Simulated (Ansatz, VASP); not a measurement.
**C in VASP and in Ansatz**

```xyz
10
Lattice="1.2284 0.7092 10.3162 -1.2284 0.7092 10.3162 0.0000 -1.4184 10.3162" Properties=species:S:1:pos:R:3 pbc="T T T"
C     0.0000    0.0000    0.7682
C     0.0000    0.0000   30.1804
C     0.0000    0.0000    3.3637
C     0.0000    0.0000   27.5849
C     0.0000    0.0000    4.9012
C     0.0000    0.0000   26.0475
C     0.0000    0.0000   11.6015
C     0.0000    0.0000   19.3471
C     0.0000    0.0000   13.1630
C     0.0000    0.0000   17.7856
```

Alike in both runs: task single point; functional PBEsol; k mesh 12 × 12 × 12; occupations gaussian, width 0.05 eV; no spin polarisation.

|  | VASP | Ansatz |
| --- | --- | --- |
| version | VASP 6.6.1 | Ansatz 0.2.0 |
| potentials or method | VASP PAW PBE potentials, release 64 (C), cutoff 520 eV | scalar-relativistic, plane waves, PAW |
| valence electrons in the cell | 40 | 40 |

Ansatz gave:

```
gap on the k mesh at the Fermi level (eV)                     : 4.61
least direct gap on the mesh (eV)                             : 5.07
pressure (GPa)                                                : 19.8
traceless stress, the component that is largest in VASP (GPa) : -17.78
rms of the force components (eV/Å)                            : 0.068
```

Problem. Which values does VASP return?

Solution. gap on the k mesh at the Fermi level (eV): 4.60; least direct gap on the mesh (eV): 5.06; pressure (GPa): 21.1; traceless stress, the component that is largest in VASP (GPa): -17.93; rms of the force components (eV/Å): 0.074.

VASP's potentials were made for PBE, not for PBEsol, and Ansatz warns of the same on its side. Atom by atom the forces differ by 0.006 eV/Å (rms over components).
